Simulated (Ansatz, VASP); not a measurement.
## CuAu in VASP and in Ansatz

INCAR

```
ALGO = Normal ; EDIFF = 1E-8
ENCUT = 520 ; GGA = PE
ISIF = 2 ; ISMEAR = -1
LASPH = True ; LCHARG = False
LEFG = True ; LREAL = False
LWAVE = False ; NBANDS = 18
NELM = 100 ; PREC = Accurate
SIGMA = 0.05
```

The input KPOINTS:

```
k-points
0
Gamma
  18 18 14
```

POSCAR

```
CuAu
1.0
    2.8000000000      0.0000000000      0.0000000000
    0.0000000000      2.8000000000      0.0000000000
    0.0000000000      0.0000000000      3.6700000000
Cu Au
1 1
Direct
    0.5000000000      0.5000000000      0.5000000000
    0.0000000000      0.0000000000      0.0000000000
```

Input for Ansatz:

```yaml
crystal:
  lattice:
    - [2.8, 0.0, 0.0]
    - [0.0, 2.8, 0.0]
    - [0.0, 0.0, 3.67]
  atoms:
    - { symbol: Cu, position: [0.5, 0.5, 0.5] }
    - { symbol: Au, position: [0.0, 0.0, 0.0] }
kpoints:
  mp_grid: { grid: [18, 18, 14] }
scf:
  occupations: { method: fermi_dirac, width: 0.05 }
hamiltonian:
  xc: pbe
  pseudopotentials: { kind: paw }
output:
  forces: true
  stress: true
  eigenvalues: true
  efg: { contact_densities: true }
```

Alike in both runs: task electric field gradients; functional PBE; k mesh 18 × 18 × 14; occupations fermi-dirac, width 0.05 eV; no spin polarisation.

|  | VASP | Ansatz |
| --- | --- | --- |
| version | VASP 6.6.1 | Ansatz 0.2.0 |
| potentials or method | VASP PAW PBE potentials, release 64 (Cu, Au) | PAW with Ansatz's default frozen-core files, scalar-relativistic |
| plane-wave cutoff (eV) | 520 | 420 |
| valence electrons in the cell | 22 | 38 |

```csv
,VASP,Ansatz,Ansatz less VASP
pressure (GPa),6.8,6.8,+0.02
"traceless stress, the component that is largest in VASP (GPa)",-0.71,-0.76,-0.045
size of Vzz on the site where it differs most (V/Å²),84.6,61.7,-22.86
```

VASP's potentials hold 22 valence electrons a cell and Ansatz's 38, so a difference there can come from the potentials and not from the codes.

Neither program's run includes spin-orbit coupling.
